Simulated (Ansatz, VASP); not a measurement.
**C in VASP and in Ansatz**

Contents of INCAR:

```
SYSTEM = C
PREC = Accurate
ENCUT = 520
EDIFF = 1E-7
ISMEAR = 0
SIGMA = 0.02
LREAL = .False.
LASPH = .True.
NELM = 80
ALGO = Normal
ISIF = 2
LWAVE = .False.
LCHARG = .True.
GGA = PE
IVDW = 12
LELF = .True.
LVHAR = .True.
NBANDS = 16
```

Contents of KPOINTS:

```
regular mesh
0
Gamma
  8 12 8
  0 0 0
```

The input POSCAR:

```
C
1.0
    4.2694048708      0.0000000000      0.0000000000
    0.0000000000      2.4649234225      0.0000000000
   -1.4186812674      0.0000000000      3.3739455666
C
4
Direct
    0.8333715330      0.0000000000      0.0001140593
    0.6666284670      0.5000000000      0.9998859407
    0.3333715330      0.5000000000      0.0001140593
    0.1666284670      0.0000000000      0.9998859407
```

Input for Ansatz:

```yaml
crystal:
  lattice:
    - [4.2694048708, 0.0, 0.0]
    - [0.0, 2.4649234225, 0.0]
    - [-1.4186812674, 0.0, 3.3739455666]
  atoms:
    - { symbol: C, position: [0.833371533, 0.0, 0.0001140593] }
    - { symbol: C, position: [0.666628467, 0.5, 0.9998859407] }
    - { symbol: C, position: [0.333371533, 0.5, 0.0001140593] }
    - { symbol: C, position: [0.166628467, 0.0, 0.9998859407] }
basis:
  ecutwfc: 420
kpoints:
  mp_grid: { grid: [8, 12, 8] }
hamiltonian:
  xc: pbe
  dispersion: d3bj
scf:
  occupations: { method: gaussian, width: 0.02 }
output:
  forces: true
  stress: true
  eigenvalues: true
```

Alike in both runs: task single point; functional PBE; dispersion D3(BJ); k mesh 8 × 12 × 8; occupations gaussian, width 0.02 eV; no spin polarisation.

```csv
,VASP,Ansatz
version,VASP 6.6.1,Ansatz 0.2.0
potentials or method,"VASP PAW PBE potentials, release 64 (C), cutoff 520 eV","scalar-relativistic, plane waves, PAW"
valence electrons in the cell,16,16
```

|  | VASP | Ansatz | Ansatz less VASP |
| --- | --- | --- | --- |
| gap on the k mesh at the Fermi level (eV) | 0.63 | 0.63 | -0.001 |
| least direct gap on the mesh (eV) | 0.63 | 0.63 | -0.001 |
| pressure (GPa) | 0.4 | 0.0 | -0.45 |
| traceless stress, the component that is largest in VASP (GPa) | -0.68 | -0.16 | +0.519 |
| rms of the force components (eV/Å) | 0.005 | 0.006 | 0.0000 |

Atom by atom the forces differ by 0.000 eV/Å (rms over components).
